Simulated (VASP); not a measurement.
Set up this calculation in VASP 6.6.1, as the native input.

* Task: single point
* Functional: r2SCAN
* Potentials or basis: VASP PAW PBE potentials, release 64 (Al, As)
* Cutoff: 550 eV
* k mesh: 8 × 8 × 8
* Occupations: fermi-dirac, width 0.02 eV
* Spin: no spin polarisation
* Dipole correction: no
* Further INCAR settings: ALGO = Normal; EDIFF = 1e-06; NBANDS = 11

The system is AlAs.

```
Al As
1.0
     0.00000    2.85702    2.85702
     2.85702    0.00000    2.85702
     2.85702    2.85702    0.00000
Al As
1 1
Direct
  0.00000 0.00000 0.00000
  0.25000 0.25000 0.25000
```

One way to write it, as run:

POSCAR

```
AlAs
1.0
    0.0000000000      2.8570203900      2.8570203900
    2.8570203900      0.0000000000      2.8570203900
    2.8570203900      2.8570203900      0.0000000000
Al As
1 1
Direct
    0.0000000000      0.0000000000      0.0000000000
    0.2500000000      0.2500000000      0.2500000000
```

INCAR.step1

```
PREC = Accurate ; ENCUT = 550
ISMEAR = -1 ; SIGMA = 0.02
LREAL = F ; LASPH = T
NELM = 120 ; NBANDS = 11
GGA = PE ; ALGO = Normal
EDIFF = 1E-5 ; LWAVE = T
LCHARG = F ; GGA_COMPAT = F
```

INCAR.step2

```
PREC = Accurate ; ENCUT = 550
EDIFF = 1E-6 ; ISMEAR = -1
SIGMA = 0.02 ; LREAL = F
LASPH = T ; NELM = 120
ALGO = Normal ; ISIF = 2
LWAVE = F ; LCHARG = F
METAGGA = R2SCAN ; LMIXTAU = T
NBANDS = 11 ; ISTART = 1
GGA_COMPAT = F
```

KPOINTS

```
Automatic mesh
0
Gamma
  8 8 8
```

Potentials or basis: VASP PAW PBE potentials, release 64 (Al, As).

Command:

```bash
$ cat potpaw_PBE.64/Al/POTCAR potpaw_PBE.64/As/POTCAR > POTCAR
$ cp INCAR.step1 INCAR
$ mpirun -np 1 vasp_std > vasp.out
$ cp INCAR.step2 INCAR
$ mpirun -np 1 vasp_std > vasp.out
```

It gave:

- Pressure: -1.4 GPa
- Band gap on the k mesh: 1.83 eV, indirect (least direct gap 2.47 eV)

Caveat: the PAW data sets were made with another functional, which shifts forces and pressure a little.

Wall time 40 s on 1 thread of Intel(R) Xeon(R) Platinum 8488C (Sapphire Rapids), on a shared host, peak memory 0.19 GiB.
